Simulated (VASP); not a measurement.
A run of VASP 6.6.1 is set up as follows.

File INCAR:

```
PREC = Accurate
ENCUT = 520
EDIFF = 1E-6
ISMEAR = 0
SIGMA = 0.01
LREAL = False
LASPH = True
NELM = 60
ALGO = Normal
ISIF = 2
LWAVE = False
LCHARG = False
GGA = PS
NBANDS = 26
```

File KPOINTS:

```
Automatic mesh
0
Gamma
  2 2 1
  0.5 0.5 0
```

File POSCAR:

```
MgO
1.0
    3.2505940000      0.0000000000      0.0000000000
   -1.6252970000      2.8150970000      0.0000000000
    0.0000000000      0.0000000000     10.3863380000
Mg O
4 4
Direct
    0.3315968404      0.6650204238      0.9714017587
    0.0116001485     -0.0035597352      0.2184020971
   -0.0076326279     -0.0035480127      0.7212752945
    0.6416036260      0.3318617440      0.4746823183
    0.3312296004      0.6414347356      0.7813950403
   -0.0038635774     -0.0100731875      0.5297858591
    0.0194317951      0.0345025411      0.0268751123
    0.6878875194      0.3496696561      0.2738747767
```

Potentials or basis: VASP PAW PBE potentials, release 64 (Mg, O).

Command:

```console
$ cat potpaw_PBE.64/Mg/POTCAR potpaw_PBE.64/O/POTCAR > POTCAR
$ mpirun -np 1 vasp_std > vasp.out
```

Problem. Predict the band gap on the k mesh.

Solution. 5.60 eV, indirect (least direct gap 5.62 eV).

Problem. Predict the largest force.

Solution. 1.400 eV/Å.

Forces on the atoms (eV/Å):
```
Mg   0.085  1.142 -0.360
Mg  -0.069  0.654 -0.084
Mg   0.361 -0.547  0.300
Mg   0.852 -0.076 -1.108
O   -0.376  0.638 -0.244
O   -0.732  0.140  0.272
O   -0.030 -1.314  0.315
O   -0.090 -0.637  0.908
```

Caveat: the k points lie up to 1.12 Å⁻¹ apart; the PAW data sets were made with another functional, which shifts forces and pressure a little. A k mesh can miss the band edges.
